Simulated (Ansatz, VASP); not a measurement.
**One calculation of Pd, two programs**

```
CELL_PARAMETERS angstrom
4.53532 0.00000 0.00000
-2.26766 3.92770 0.00000
0.00000 0.00000 2.69907
ATOMIC_POSITIONS crystal
Pd 0.00000 0.00000 0.00000
Pd 0.33333 0.66667 0.50000
Pd 0.66667 0.33333 0.50000
```

Alike in both runs: task single point; functional revPBE; k mesh 9 × 9 × 13; occupations fermi-dirac, width 0.1 eV; no spin polarisation.

|  | VASP | Ansatz |
| --- | --- | --- |
| version | VASP 6.6.1 | Ansatz 0.2.0 |
| potentials or method | VASP PAW PBE potentials, release 64 (Pd), cutoff 520 eV | plane waves (420 eV) with PAW, scalar-relativistic |
| valence electrons in the cell | 30 | 54 |

```tsv
	VASP	Ansatz	Ansatz less VASP
pressure (GPa)	-0.2	0.1	+0.27
traceless stress, the component that is largest in VASP (GPa)	0.14	0.11	-0.026
```

VASP's potentials were made for PBE, not for revPBE. The functional is the same, so the differences come from potentials, cutoffs and numerics. VASP's potentials hold 30 valence electrons a cell and Ansatz's 54, so a difference there can come from the potentials and not from the codes.
